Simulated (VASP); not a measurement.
Write the native input for VASP 6.6.1 that does the following.

```
Task                   : single point
Functional             : PBE
Potentials or basis    : VASP PAW PBE potentials, release 64 (Sr_sv, Re)
Cutoff                 : 520 eV
k mesh                 : 8 × 8 × 8
Occupations            : gaussian, width 0.1 eV
Spin                   : no spin polarisation
Dipole correction      : no
Further INCAR settings : ALGO = Fast; EDIFF = 1e-06; NBANDS = 33
```

The structure of SrRe2 lies in POSCAR:

```
SrRe2
1.0
    0.0000000000      3.9150106867      3.9150106867
    3.9150106867      0.0000000000      3.9150106867
    3.9150106867      3.9150106867      0.0000000000
Sr Re
2 4
Direct
    0.0000000000      0.0000000000      0.0000000000
    0.2500000000      0.2500000000      0.2500000000
    0.6250000000      0.6250000000      0.6250000000
    0.1250000000      0.6250000000      0.6250000000
    0.6250000000      0.6250000000      0.1250000000
    0.6250000000      0.1250000000      0.6250000000
```

These files were run (other wordings do the same):

INCAR

```
PREC = Accurate
ENCUT = 520
EDIFF = 1E-6
ISMEAR = 0
SIGMA = 0.1
LREAL = False
LASPH = True
NELM = 80
ALGO = Fast
ISIF = 2
LWAVE = False
LCHARG = False
GGA = PE
NBANDS = 33
```

KPOINTS

```
regular mesh
0
Gamma
  8 8 8
```

Potentials or basis: VASP PAW PBE potentials, release 64 (Sr_sv, Re).

Run with:

```bash
$ cat potpaw_PBE.64/Sr_sv/POTCAR potpaw_PBE.64/Re/POTCAR > POTCAR
$ mpirun -np 1 vasp_std > vasp.out
```

It gave:

The pressure is -0.1 GPa and the band gap on the k mesh is zero (bands 24 and 25 overlap by 1.85 eV).

Caveat: spin-orbit coupling is left out, which moves the levels of the heavy elements.

It took 5.6 min on 1 thread of Intel(R) Xeon(R) Platinum 8559C (Emerald Rapids), with other jobs on the host, peak memory 0.31 GiB.
